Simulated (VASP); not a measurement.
**CdSe: single point with r2SCAN**

CdSe:

```
Cd Se
1.0
     4.38306    0.00000    0.00000
    -2.19153    3.79584    0.00000
     0.00000    0.00000    7.14763
Cd Se
2 2
Direct
  0.33333 0.66667 0.00453
  0.66667 0.33333 0.50453
  0.33333 0.66667 0.38047
  0.66667 0.33333 0.88047
```

| Property | Result |
| --- | --- |
| Program | VASP 6.6.1 |
| Task | single point |
| Functional | r2SCAN |
| Potentials or basis | VASP PAW PBE potentials, release 64 (Cd, Se) |
| Cutoff | 520 eV |
| k mesh | 9 × 9 × 4 |
| Occupations | gaussian, width 0.02 eV |
| Spin | no spin polarisation |

```json
{
 "Pressure": "-1.2 GPa",
 "Band gap on the k mesh": "1.02 eV"
}
```

Levels at points of the mesh, in eV from the valence-band top:
```tsv
k point	band 15	band 16	band 17	band 18	band 19	band 20	band 21	band 22
(0.00, 0.00, 0.00)	-0.70	-0.04	0.00	0.00	1.02	2.60	6.37	6.37
(0.00, 0.00, 0.50)	-0.36	-0.36	-0.36	-0.36	2.71	2.71	6.21	6.21
```

Run time: 4.8 min on 1 thread of Intel(R) Xeon(R) Platinum 8488C (Sapphire Rapids) (shared host), peak memory 0.34 GiB.

Caveat: the PAW data sets were made with another functional, which shifts forces and pressure a little.
